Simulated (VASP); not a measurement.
# Fe (Fm-3m) in VASP: single point with PBE

Aim: the single point of Fe with PBE.

All numbers are computed with VASP 6.6.1; they aren't measurements. Logs are shortened: lines on timing, memory, paths and dates and some standing lists are left out, and cuts for length are marked.

**1. The cell of the first run**

The structure is cubic, space group Fm-3m (No. 225). The conventional cell has a = 3.531 Å, b = 3.531 Å, c = 3.531 Å, α = 90.00°, β = 90.00°, γ = 90.00°. Within 3.3 Å of Fe (site symmetry m-3m) lie 12 Fe at 2.50 Å.

**2. Single point, PBE**

The input, INCAR:

```
PREC = Accurate ; ENCUT = 600
EDIFF = 1E-6 ; ISMEAR = 1
SIGMA = 0.0508 ; LREAL = False
LASPH = True ; NELM = 120
ALGO = Normal ; ISIF = 2
LWAVE = False ; LCHARG = False
GGA = PE ; NBANDS = 10
GGA_COMPAT = False
```

The input, KPOINTS:

```
Automatic mesh
0
Gamma
  16 16 16
```

The input, POSCAR:

```
Fe
1.0
    0.0000000000      1.7653940000      1.7653940000
    1.7653940000      0.0000000000      1.7653940000
    1.7653940000      1.7653940000      0.0000000000
Fe
1
Direct
    0.0000000000      0.0000000000      0.0000000000
```

Potentials or basis: VASP PAW PBE potentials, release 64 (Fe).

Run with:

```bash
$ cat potpaw_PBE.64/Fe/POTCAR > POTCAR
$ mpirun -np 1 vasp_std > vasp.out
```

OUTCAR:

```text
PREC = Accurate
   ENCUT = 600
   EDIFF = 1E-6
   ISMEAR = 1
   LREAL = False
   LASPH = True
   NELM = 120
   ISIF = 2
   GGA = PE

 ion  position               nearest neighbor table
   1  0.000  0.000  0.000-

  LATTYP: Found a face centered cubic cell.
 ALAT       =     3.5307880000

  Lattice vectors:

 A1 = (   0.0000000000,   1.7653940000,   1.7653940000)
 A2 = (   1.7653940000,   0.0000000000,   1.7653940000)
 A3 = (   1.7653940000,   1.7653940000,   0.0000000000)

Analysis of symmetry for initial positions (statically):
=====================================================================
 Subroutine PRICEL returns:
 Original cell was already a primitive cell.

 Routine SETGRP: Setting up the symmetry group for a
 face centered cubic supercell.

 Subroutine GETGRP returns: Found 48 space group operations
 (whereof 48 operations were pure point group operations)
 out of a pool of 48 trial point group operations.

The static configuration has the point symmetry O_h .

Analysis of symmetry for dynamics (positions and initial velocities):
=====================================================================
 Subroutine PRICEL returns:
 Original cell was already a primitive cell.

 Routine SETGRP: Setting up the symmetry group for a
 face centered cubic supercell.

 Subroutine GETGRP returns: Found 48 space group operations
 (whereof 48 operations were pure point group operations)
 out of a pool of 48 trial point group operations.

The dynamic configuration has the point symmetry O_h .

 Subroutine INISYM returns: Found 48 space group operations
 (whereof 48 operations are pure point group operations),
 and found     1 'primitive' translations

----------------------------------------------------------------------------------------

                                     Primitive cell

  volume of cell :      11.0041

  direct lattice vectors                    reciprocal lattice vectors
     0.000000000  1.765394000  1.765394000    -0.283222895  0.283222895  0.283222895
     1.765394000  0.000000000  1.765394000     0.283222895 -0.283222895  0.283222895
     1.765394000  1.765394000  0.000000000     0.283222895  0.283222895 -0.283222895

  length of vectors
     2.496644138  2.496644138  2.496644138     0.490556445  0.490556445  0.490556445

  position of ions in fractional coordinates (direct lattice)
     0.000000000  0.000000000  0.000000000

  ion indices of the primitive-cell ions
   primitive index   ion index
                 1           1

----------------------------------------------------------------------------------------

 KPOINTS: Automatic mesh

Automatic generation of k-mesh.
 Grid dimensions read from file:
 generate k-points for:   16   16   16

 Generating k-lattice:

  Cartesian coordinates                     Fractional coordinates (reciprocal lattice)
    -0.017701431  0.017701431  0.017701431     0.062500000  0.000000000  0.000000000
     0.017701431 -0.017701431  0.017701431     0.000000000  0.062500000  0.000000000
     0.017701431  0.017701431 -0.017701431     0.000000000  0.000000000  0.062500000

  Length of vectors
     0.030659778  0.030659778  0.030659778

  Shift w.r.t. Gamma in fractional coordinates (k-lattice)
     0.000000000  0.000000000  0.000000000

 Subroutine IBZKPT returns following result:
 ===========================================

 Found    145 irreducible k-points:

 Following reciprocal coordinates:
            Coordinates               Weight
  0.000000  0.000000  0.000000      1.000000
  0.062500  0.000000  0.000000      8.000000
  0.125000  0.000000  0.000000      8.000000
  0.187500  0.000000  0.000000      8.000000
  0.250000  0.000000  0.000000      8.000000
  0.312500  0.000000  0.000000      8.000000
[... 16 lines left out ...]
 -0.125000  0.062500  0.000000     24.000000
 -0.062500  0.062500  0.000000     12.000000
 [... further k-points ...]
   k-points           NKPTS =    145   k-points in BZ     NKDIM =    145   number of bands    NBANDS=     10
   number of dos      NEDOS =    301   number of ions     NIONS =      1
   total plane-waves  NPLWV =   8000
   dimension x,y,z NGX =    20 NGY =   20 NGZ =   20
   dimension x,y,z NGXF=    40 NGYF=   40 NGZF=   40
   ions per type =               1
   NGX,Y,Z   is equivalent  to a cutoff of  13.32, 13.32, 13.32 a.u.
   NGXF,Y,Z  is equivalent  to a cutoff of  26.64, 26.64, 26.64 a.u.
 SYSTEM =  unknown system
   PREC   = accura    normal or accurate (medium, high low for compatibility)
   ISTART =      0    job   : 0-new  1-cont  2-samecut
   ICHARG =      2    charge: 1-file 2-atom 10-const
   ISPIN  =      1    spin polarized calculation?
   LNONCOLLINEAR =      F non collinear calculations
   LSORBIT =      F    spin-orbit coupling
   LASPH  =      T    aspherical Exc in radial PAW
   ENCUT  =  600.0 eV  44.10 Ry    6.64 a.u.   4.99  4.99  4.99*2*pi/ulx,y,z
   NELM   =    120;   NELMIN=  2; NELMDL= -5     # of ELM steps
   EDIFF  = 0.1E-05   stopping-criterion for ELM
   LREAL  =      F    real-space projection
   EDIFFG = 0.1E-04   stopping-criterion for IOM
   NSW    =      0    number of steps for IOM
   IBRION =     -1    ionic relax: 0-MD 1-quasi-New 2-CG
   NFREE  =      0    steps in history (QN), initial steepest desc. (CG)
   ISIF   =      2    stress and relaxation
   ISYM   =      2    0-nonsym 1-usesym 2-fastsym
   POTIM  = 0.5000    time-step for ionic-motion
   TEBEG  =    0.0;   TEEND  =   0.0 temperature during run
   PSTRESS=    0.0 pullay stress
   NELECT =       8.0000    total number of electrons
   NUPDOWN=      -1.0000    fix difference up-down
   EMIN   =  10.00;   EMAX   =-10.00  energy-range for DOS
   EFERMI =   0.00;   METHOD = LEGACY
   ISMEAR =     1;   SIGMA  =   0.05  broadening in eV -4-tet -1-fermi 0-gaus
   EFERMI_NEDOS =   21; number of points for ismear=-14 and -15
   IALGO  =     38    algorithm
   IMIX   =      4    mixing-type and parameters
     AMIX     =   0.40;   BMIX     =  1.00
     AMIX_MAG =   1.60;   BMIX_MAG =  1.00
  volume/ion in A,a.u.               =      11.00        74.26
  Fermi-wavevector in a.u.,A,eV,Ry     =   1.472041  2.781754 29.482521  2.166904
  Thomas-Fermi vector in A             =   2.587104
   LORBIT       =      0    0 simple, 1 ext, 2 COOP (PROOUT), +10 PAW based schemes
   GGA     = PE    functional components
   LHFCALC =     F    Hartree Fock is set to
   AEXX    =    0.0000 exact exchange contribution
   IVDW    =     0    specifies the selected vdW correction
   LEPSILON=     F    determine dielectric tensor
   LRPA    =     F    only Hartree local field effects (RPA)
 non-spin polarized calculation
 Methfessel and Paxton  Order N= 1 SIGMA  =   0.05
  energy-cutoff  :      600.00
  volume of cell :       11.00
 maximum number of plane-waves:       380
   NGX =  9   NGY =  9   NGZ =  9

 number of electron       7.9999996 magnetization

 Free energy of the ion-electron system (eV)
  ---------------------------------------------------
  ext. energy  EPLUGINS =         0.00000000
  ---------------------------------------------------
  free energy    TOTEN  =        -8.03108055 eV

  energy without entropy =       -8.03106452  energy(sigma->0) =       -8.03107521

 E-fermi :   6.0438     XC(G=0): -13.3482

 val. band max:        6.0419232514   @ k =   0.1875   0.0625   0.0000
 cond. band min:       6.0445187694   @ k =  -0.3750   0.3750   0.0625
 fundamental gap:      0.0025955180
 Fermi energy:         6.0437668750

 k-point     1 :       0.0000    0.0000    0.0000
  band No.  band energies     occupation
      1      -2.4052      2.00000
      2       4.5480      2.00000
      3       4.5480      2.00000
      4       4.5480      2.00000
      5       5.9418      2.01564
      6       5.9418      2.01564
      7      28.7260      0.00000
      8      33.7171      0.00000
      9      33.7171      0.00000
     10      33.7171      0.00000

 k-point     2 :       0.0625    0.0000    0.0000
  band No.  band energies     occupation
      1      -2.2480      2.00000
      2       4.4924      2.00000
      3       4.5917      2.00000
      4       4.5917      2.00000
      5       5.9213      2.00340
      6       5.9213      2.00340
      7      28.4993      0.00000
      8      31.9354      0.00000
      9      33.4942      0.00000
     10      33.4942      0.00000

 k-point     3 :       0.1250    0.0000    0.0000
  band No.  band energies     occupation
      1      -1.7881      2.00000
      2       4.3459      2.00000
      3       4.6999      2.00000
      4       4.6999      2.00000
      5       5.8830      2.00007
      6       5.8830      2.00007
      7      27.0895      0.00000
      8      30.2422      0.00000
      9      33.0429      0.00000
     10      33.0429      0.00000

 k-point     4 :       0.1875    0.0000    0.0000
  band No.  band energies     occupation
      1      -1.0658      2.00000
      2       4.1690      2.00000
      3       4.7974      2.00000
      4       4.7974      2.00000
      5       5.9017      2.00055
      6       5.9017      2.00055
      7      24.4151      0.00000
      8      29.6220      0.00000
      9      32.6006      0.00000
     10      32.6006      0.00000
[... 222 lines left out ...]
 k-point    22 :      -0.1875    0.0625    0.0000
  band No.  band energies     occupation
      1      -0.6544      2.00000
      2       4.0518      2.00000
      3       4.8121      2.00000
      4       4.8799      2.00000
      5       5.7277      2.00000
      6       6.1586     -0.00631
      7      23.5510      0.00000
      8      28.1444      0.00000
      9      31.9240      0.00000
     10      34.3346      0.00000

 k-point    23 :      -0.1250    0.0625    0.0000
  band No.  band energies     occupation
      1      -1.4411      2.00000
      2       4.2223      2.00000
      3       4.7790      2.00000
      4       4.7842      2.00000
      5       5.7266      2.00000
      6       6.0126      1.85206
      7      26.3379      0.00000
      8      28.7920      0.00000
      9      32.2515      0.00000
     10      34.4506      0.00000

 k-point    24 :      -0.0625    0.0625    0.0000
  band No.  band energies     occupation
      1      -1.9899      2.00000
      2       4.3928      2.00000
      3       4.6551      2.00000
      4       4.6762      2.00000
      5       5.8259      2.00000
      6       5.9602      2.04197
      7      28.0560      0.00000
      8      30.3678      0.00000
      9      32.4409      0.00000
     10      34.2526      0.00000

 [... further k-points ...]
[... 5 lines left out ...]
  --------------------------------------------------------------------------------------
  -------------------------------------------------------------------------------------
  Total       -1.2094288     -1.2094288     -1.2094288     -0.0000000     -0.0000000      0.0000000
  in kB     -176.0905147   -176.0905147   -176.0905147     -0.0000000     -0.0000000      0.0000000
  external PRESSURE =    -176.0905147 kB  Pullay stress =       0.0000000 kB

 VOLUME and BASIS-vectors are now :
 -----------------------------------------------------------------------------
  energy-cutoff  :      600.00
  volume of cell :       11.00
      direct lattice vectors                 reciprocal lattice vectors
     0.000000000  1.765394000  1.765394000    -0.283222895  0.283222895  0.283222895
     1.765394000  0.000000000  1.765394000     0.283222895 -0.283222895  0.283222895
     1.765394000  1.765394000  0.000000000     0.283222895  0.283222895 -0.283222895

 POSITION                                       TOTAL-FORCE (eV/Angst)
 -----------------------------------------------------------------------------------
      0.00000      0.00000      0.00000        -0.000000      0.000000     -0.000000
 -----------------------------------------------------------------------------------
    total drift:                                0.000000      0.000000      0.000000

  FREE ENERGIE OF THE ION-ELECTRON SYSTEM (eV)
  ---------------------------------------------------
  free  energy   TOTEN  =        -8.0310805521 eV

  energy  without entropy=       -8.0310645248  energy(sigma->0) =       -8.03107521
```

Wall time 13 s (1 thread of Intel Xeon 6975P-C, shared host); peak memory 0.14 GiB.

Results:

| Quantity | Value |
| --- | --- |
| Free energy | -8.0311 eV |
| Pressure | -17.6 GPa |
| Band gap on the k mesh | zero (band 4 reaches 7.15 eV, above the bottom of band 5 at 5.28 eV) |

Levels at points of the mesh, in eV from the Fermi level:
| k point | band 1 | band 2 | band 3 | band 4 | band 5 | band 6 | band 7 | band 8 |
| --- | --- | --- | --- | --- | --- | --- | --- | --- |
| (0.00, 0.00, 0.00) | -8.45 | -1.50 | -1.50 | -1.50 | -0.10 | -0.10 | 22.68 | 27.67 |
| (0.50, 0.00, 0.00) | -4.47 | -1.58 | -1.58 | 0.18 | 0.86 | 0.86 | 7.61 | 21.30 |
| (0.50, 0.50, 0.00) | -4.49 | -3.81 | 0.83 | 1.10 | 1.10 | 3.05 | 10.92 | 15.45 |

Caveat: the run has no spin polarisation, though such a crystal can be magnetic.
